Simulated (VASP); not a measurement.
# Au (Fm-3m) in VASP: a series of runs, part 2 of 2

VASP 6.6.1. Earlier steps stand in the parts before.

**4. Single point, PBEsol (strain +0.015 along x and y, +0.015 along z)**

Input file INCAR:

```
PREC = Accurate
ENCUT = 520
EDIFF = 1E-7
ISMEAR = 0
SIGMA = 0.15
LREAL = F
LASPH = T
NELM = 80
ALGO = Normal
ISIF = 2
LWAVE = F
LCHARG = F
GGA = PS
NBANDS = 12
```

Input file KPOINTS:

```
Automatic mesh
0
Gamma
  20 20 20
```

Input file POSCAR:

```
Au
1.0
    0.0000000000      2.0761825000      2.0761825000
    2.0761825000      0.0000000000      2.0761825000
    2.0761825000      2.0761825000      0.0000000000
Au
1
Direct
    0.0000000000      0.0000000000      0.0000000000
```

Potentials or basis: VASP PAW PBE potentials, release 64 (Au).

Run with:

```bash
cat potpaw_PBE.64/Au/POTCAR > POTCAR
mpirun -np 1 vasp_std > vasp.out
```

OUTCAR:

```text
PREC = Accurate
   ENCUT = 520
   EDIFF = 1E-7
   ISMEAR = 0
   LREAL = F
   LASPH = T
   NELM = 80
   ISIF = 2
   GGA = PS

 ion  position               nearest neighbor table
   1  0.000  0.000  0.000-

  LATTYP: Found a face centered cubic cell.
 ALAT       =     4.1523650000

  Lattice vectors:

 A1 = (   0.0000000000,   2.0761825000,   2.0761825000)
 A2 = (   2.0761825000,   0.0000000000,   2.0761825000)
 A3 = (   2.0761825000,   2.0761825000,   0.0000000000)

Analysis of symmetry for initial positions (statically):
=====================================================================
 Subroutine PRICEL returns:
 Original cell was already a primitive cell.

 Routine SETGRP: Setting up the symmetry group for a
 face centered cubic supercell.

 Subroutine GETGRP returns: Found 48 space group operations
 (whereof 48 operations were pure point group operations)
 out of a pool of 48 trial point group operations.

The static configuration has the point symmetry O_h .

Analysis of symmetry for dynamics (positions and initial velocities):
=====================================================================
 Subroutine PRICEL returns:
 Original cell was already a primitive cell.

 Routine SETGRP: Setting up the symmetry group for a
 face centered cubic supercell.

 Subroutine GETGRP returns: Found 48 space group operations
 (whereof 48 operations were pure point group operations)
 out of a pool of 48 trial point group operations.

The dynamic configuration has the point symmetry O_h .

 Subroutine INISYM returns: Found 48 space group operations
 (whereof 48 operations are pure point group operations),
 and found     1 'primitive' translations

----------------------------------------------------------------------------------------

                                     Primitive cell

  volume of cell :      17.8989

  direct lattice vectors                    reciprocal lattice vectors
     0.000000000  2.076182500  2.076182500    -0.240826613  0.240826613  0.240826613
     2.076182500  0.000000000  2.076182500     0.240826613 -0.240826613  0.240826613
     2.076182500  2.076182500  0.000000000     0.240826613  0.240826613 -0.240826613

  length of vectors
     2.936165449  2.936165449  2.936165449     0.417123930  0.417123930  0.417123930

  position of ions in fractional coordinates (direct lattice)
     0.000000000  0.000000000  0.000000000

  ion indices of the primitive-cell ions
   primitive index   ion index
                 1           1

----------------------------------------------------------------------------------------

 KPOINTS: Automatic mesh

Automatic generation of k-mesh.
 Grid dimensions read from file:
 generate k-points for:   20   20   20

 Generating k-lattice:

  Cartesian coordinates                     Fractional coordinates (reciprocal lattice)
    -0.012041331  0.012041331  0.012041331     0.050000000  0.000000000  0.000000000
     0.012041331 -0.012041331  0.012041331     0.000000000  0.050000000  0.000000000
     0.012041331  0.012041331 -0.012041331     0.000000000  0.000000000  0.050000000

  Length of vectors
     0.020856196  0.020856196  0.020856196

  Shift w.r.t. Gamma in fractional coordinates (k-lattice)
     0.000000000  0.000000000  0.000000000

 Subroutine IBZKPT returns following result:
 ===========================================

 Found    256 irreducible k-points:

 Following reciprocal coordinates:
            Coordinates               Weight
  0.000000  0.000000  0.000000      1.000000
  0.050000  0.000000  0.000000      8.000000
  0.100000  0.000000  0.000000      8.000000
  0.150000  0.000000  0.000000      8.000000
  0.200000  0.000000  0.000000      8.000000
  0.250000  0.000000  0.000000      8.000000
[... 16 lines left out ...]
 -0.400000  0.050000  0.000000     24.000000
 -0.350000  0.050000  0.000000     24.000000
 [... further k-points ...]
   k-points           NKPTS =    256   k-points in BZ     NKDIM =    256   number of bands    NBANDS=     12
   number of dos      NEDOS =    301   number of ions     NIONS =      1
   total plane-waves  NPLWV =  13824
   dimension x,y,z NGX =    24 NGY =   24 NGZ =   24
   dimension x,y,z NGXF=    48 NGYF=   48 NGZF=   48
   ions per type =               1
   NGX,Y,Z   is equivalent  to a cutoff of  13.59, 13.59, 13.59 a.u.
   NGXF,Y,Z  is equivalent  to a cutoff of  27.18, 27.18, 27.18 a.u.
 SYSTEM =  unknown system
   PREC   = accura    normal or accurate (medium, high low for compatibility)
   ISTART =      0    job   : 0-new  1-cont  2-samecut
   ICHARG =      2    charge: 1-file 2-atom 10-const
   ISPIN  =      1    spin polarized calculation?
   LNONCOLLINEAR =      F non collinear calculations
   LSORBIT =      F    spin-orbit coupling
   LASPH  =      T    aspherical Exc in radial PAW
   ENCUT  =  520.0 eV  38.22 Ry    6.18 a.u.   5.46  5.46  5.46*2*pi/ulx,y,z
   NELM   =     80;   NELMIN=  2; NELMDL= -5     # of ELM steps
   EDIFF  = 0.1E-06   stopping-criterion for ELM
   LREAL  =      F    real-space projection
   EDIFFG = 0.1E-05   stopping-criterion for IOM
   NSW    =      0    number of steps for IOM
   IBRION =     -1    ionic relax: 0-MD 1-quasi-New 2-CG
   NFREE  =      0    steps in history (QN), initial steepest desc. (CG)
   ISIF   =      2    stress and relaxation
   ISYM   =      2    0-nonsym 1-usesym 2-fastsym
   POTIM  = 0.5000    time-step for ionic-motion
   TEBEG  =    0.0;   TEEND  =   0.0 temperature during run
   PSTRESS=    0.0 pullay stress
   NELECT =      11.0000    total number of electrons
   NUPDOWN=      -1.0000    fix difference up-down
   EMIN   =  10.00;   EMAX   =-10.00  energy-range for DOS
   EFERMI =   0.00;   METHOD = LEGACY
   ISMEAR =     0;   SIGMA  =   0.15  broadening in eV -4-tet -1-fermi 0-gaus
   EFERMI_NEDOS =   21; number of points for ismear=-14 and -15
   IALGO  =     38    algorithm
   IMIX   =      4    mixing-type and parameters
     AMIX     =   0.40;   BMIX     =  1.00
     AMIX_MAG =   1.60;   BMIX_MAG =  1.00
  volume/ion in A,a.u.               =      17.90       120.79
  Fermi-wavevector in a.u.,A,eV,Ry     =   1.391864  2.630242 26.358376  1.937286
  Thomas-Fermi vector in A             =   2.515662
   LORBIT       =      0    0 simple, 1 ext, 2 COOP (PROOUT), +10 PAW based schemes
   GGA     = PS    functional components
   LHFCALC =     F    Hartree Fock is set to
   AEXX    =    0.0000 exact exchange contribution
   IVDW    =     0    specifies the selected vdW correction
   LEPSILON=     F    determine dielectric tensor
   LRPA    =     F    only Hartree local field effects (RPA)
 non-spin polarized calculation
 Gauss-broadening in eV      SIGMA  =   0.15
  energy-cutoff  :      520.00
  volume of cell :       17.90
 maximum number of plane-waves:       531
 NGX is ok and might be reduce to    24
   NGX = 11   NGY = 11   NGZ = 11

 number of electron      11.0000002 magnetization

 Free energy of the ion-electron system (eV)
  ---------------------------------------------------
  ext. energy  EPLUGINS =         0.00000000
  ---------------------------------------------------
  free energy    TOTEN  =        -3.90313403 eV

  energy without entropy =       -3.90025127  energy(sigma->0) =       -3.90169265

 E-fermi :   8.4383     XC(G=0): -12.5957

 val. band max:        8.4191319631   @ k =   0.5000   0.3500   0.1500
 cond. band min:       8.5133340874   @ k =   0.5000   0.3000   0.1000
 fundamental gap:      0.0942021243
 Fermi energy:         8.4383304668

 k-point     1 :       0.0000    0.0000    0.0000
  band No.  band energies     occupation
      1      -0.9299      2.00000
      2       4.0581      2.00000
      3       4.0581      2.00000
      4       4.0581      2.00000
      5       5.4609      2.00000
      6       5.4609      2.00000
      7      23.0336      0.00000
      8      26.7446      0.00000
      9      26.7446      0.00000
     10      26.7446      0.00000
     11      31.4584      0.00000
     12      35.6035      0.00000
[... 331 lines left out ...]
 k-point    24 :      -0.3500    0.0500    0.0000
  band No.  band energies     occupation
      1       1.5816      2.00000
      2       4.1252      2.00000
      3       4.1816      2.00000
      4       5.1112      2.00000
      5       6.0578      2.00000
      6       6.5660      2.00000
      7      14.8030      0.00000
      8      23.0370      0.00000
      9      25.2358      0.00000
     10      26.7544      0.00000
     11      31.1950      0.00000
     12      31.9673      0.00000

 [... further k-points ...]

------------------------ aborting loop because EDIFF is reached ----------------------------------------

  FORCE on cell =-STRESS in cart. coord.  units (eV):
  Direction    XX          YY          ZZ          XY          YZ          ZX
  --------------------------------------------------------------------------------------
  -------------------------------------------------------------------------------------
  Total       -0.8749678     -0.8749678     -0.8749678     -0.0000000      0.0000000      0.0000000
  in kB      -78.3206165    -78.3206165    -78.3206165     -0.0000000      0.0000000      0.0000000
  external PRESSURE =     -78.3206165 kB  Pullay stress =       0.0000000 kB

 VOLUME and BASIS-vectors are now :
 -----------------------------------------------------------------------------
  energy-cutoff  :      520.00
  volume of cell :       17.90
      direct lattice vectors                 reciprocal lattice vectors
     0.000000000  2.076182500  2.076182500    -0.240826613  0.240826613  0.240826613
     2.076182500  0.000000000  2.076182500     0.240826613 -0.240826613  0.240826613
     2.076182500  2.076182500  0.000000000     0.240826613  0.240826613 -0.240826613

 POSITION                                       TOTAL-FORCE (eV/Angst)
 -----------------------------------------------------------------------------------
      0.00000      0.00000      0.00000         0.000000     -0.000000      0.000000
 -----------------------------------------------------------------------------------
    total drift:                               -0.000000      0.000000      0.000000

  FREE ENERGIE OF THE ION-ELECTRON SYSTEM (eV)
  ---------------------------------------------------
  free  energy   TOTEN  =        -3.9031340266 eV

  energy  without entropy=       -3.9002512737  energy(sigma->0) =       -3.90169265
```

OSZICAR:

```text
N       E                     dE             d eps       ncg     rms          rms(c)
DAV:   1     0.478941915276E+02    0.47894E+02   -0.55273E+03  6360   0.809E+02
DAV:   2    -0.356647802660E+01   -0.51461E+02   -0.48656E+02  7196   0.184E+02
DAV:   3    -0.423778564029E+01   -0.67131E+00   -0.67039E+00  7420   0.204E+01
DAV:   4    -0.424005297170E+01   -0.22673E-02   -0.22672E-02  7392   0.137E+00
DAV:   5    -0.424007005379E+01   -0.17082E-04   -0.17081E-04  7544   0.114E-01    0.824E+00
DAV:   6    -0.392446177830E+01    0.31561E+00   -0.91353E-01  6600   0.754E+00    0.523E+00
DAV:   7    -0.390584396304E+01    0.18618E-01   -0.58329E-02  7324   0.190E+00    0.272E+00
DAV:   8    -0.390314463782E+01    0.26993E-02   -0.10933E-03  7032   0.300E-01    0.276E-01
DAV:   9    -0.390313110361E+01    0.13534E-04   -0.78001E-06  7352   0.237E-02    0.113E-02
DAV:  10    -0.390313402954E+01   -0.29259E-05   -0.12844E-06  7432   0.969E-03    0.143E-03
DAV:  11    -0.390313402658E+01    0.29568E-08   -0.57495E-08  4956   0.193E-03
   1 F= -.39031340E+01 E0= -.39016927E+01  d E =-.288275E-02
```

stdout:

```text
POSCAR found type information on POSCAR Au
 POSCAR found :  1 types and       1 ions
 scaLAPACK will be used
 -----------------------------------------------------------------------------
|                                                                             |
|                                                                             |
|     You enforced a specific xc type in the INCAR file but a different       |
|     I HOPE YOU KNOW WHAT YOU ARE DOING!                                     |
|                                                                             |
 -----------------------------------------------------------------------------

 LDA part: xc-table for (Slater+PW92), standard interpolation
 POSCAR, INCAR and KPOINTS ok, starting setup
 FFT: planning ... GRIDC
 FFT: planning ... GRID_SOFT
 FFT: planning ... GRID
 WAVECAR not read
 entering main loop
```

Run time: 23 s. Hardware: 1 thread of Intel Xeon Platinum 8488C (Sapphire Rapids), shared host; peak memory 0.18 GiB.

Results:

| Property | Result |
| --- | --- |
| Free energy | -3.9031 eV |
| Pressure | -7.8 GPa |

Levels at points of the mesh, in eV from the Fermi level:
```csv
k point,band 2,band 3,band 4,band 5,band 6,band 7,band 8,band 9,band 10,band 11
"(0.00, 0.00, 0.00)",-4.38,-4.38,-4.38,-2.98,-2.98,14.60,18.31,18.31,18.31,23.02
"(0.50, 0.00, 0.00)",-4.41,-4.41,-1.87,-1.87,-0.76,2.84,14.02,16.76,16.76,24.19
"(0.50, 0.50, 0.00)",-6.29,-1.91,-1.58,-1.58,1.14,5.40,9.85,9.85,16.68,19.17
```

Caveat: the cell differs from its parent crystal (strain +0.015 along x and y, +0.015 along z); the PAW data sets were made with another functional, which shifts forces and pressure a little; spin-orbit coupling is left out, which moves the levels of the heavy elements.

**5. Overview**

```tsv
cell	gap on the mesh (eV)	pressure (GPa)
a = 2.806 Å, angles 60.0°, 1 atom	none	18.7
a = 2.849 Å, angles 60.0°, 1 atom	none	7.4
a = 2.936 Å, angles 60.0°, 1 atom	none	-7.8
```

Alike in all rows: task single point; level PBEsol; potentials or basis VASP PAW PBE potentials, release 64 (Au); no spin polarisation; k mesh 20 × 20 × 20; cutoff (eV) 520; smearing gaussian 0.15 eV.

Caveats: the PAW data sets were made with another functional, which shifts forces and pressure a little; spin-orbit coupling is left out, which moves the levels of the heavy elements.

Absolute energies hang on the potentials; compare differences alone.
